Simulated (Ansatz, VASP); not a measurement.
## Two plane-wave programs on Na

```
Na
1.0
     3.57282    0.00000    0.00000
    -1.78641    3.09415    0.00000
     0.00000    0.00000    5.89817
Na
2
Direct
  0.20445 0.66667 0.25000
  0.79555 0.33333 0.75000
```

Change from the starting cell: mode 4 frozen in at -0.467 Å, equal normal strain along x and y -0.0133.

Alike in both runs: task single point; functional LDA; k mesh 15 × 15 × 8; occupations gaussian, width 0.15 eV; no spin polarisation.

```csv
,VASP,Ansatz
version,VASP 6.6.1,Ansatz 0.2.0
potentials or method,"VASP PAW LDA potentials, release 64 (Na_pv), cutoff 520 eV","scalar-relativistic, plane waves, PAW"
valence electrons in the cell,14,18
```

```csv
,VASP,Ansatz,Ansatz less VASP
gap on the k mesh at the Fermi level (eV),none,none,-
pressure (GPa),0.1,0.3,+0.17
"traceless stress, the component that is largest in VASP (GPa)",0.54,0.53,-0.002
rms of the force components (eV/Å),0.068,0.068,-0.0003
```

LDA's correlation is that of Perdew and Zunger in VASP and of Perdew and Wang (1992) in Ansatz. Atom by atom the forces differ by 0.000 eV/Å (rms over components). A gap of «none» marks a metal or a gap that the smearing closes. VASP's potentials hold 14 valence electrons a cell and Ansatz's 18, so a difference there can come from the potentials and not from the codes.
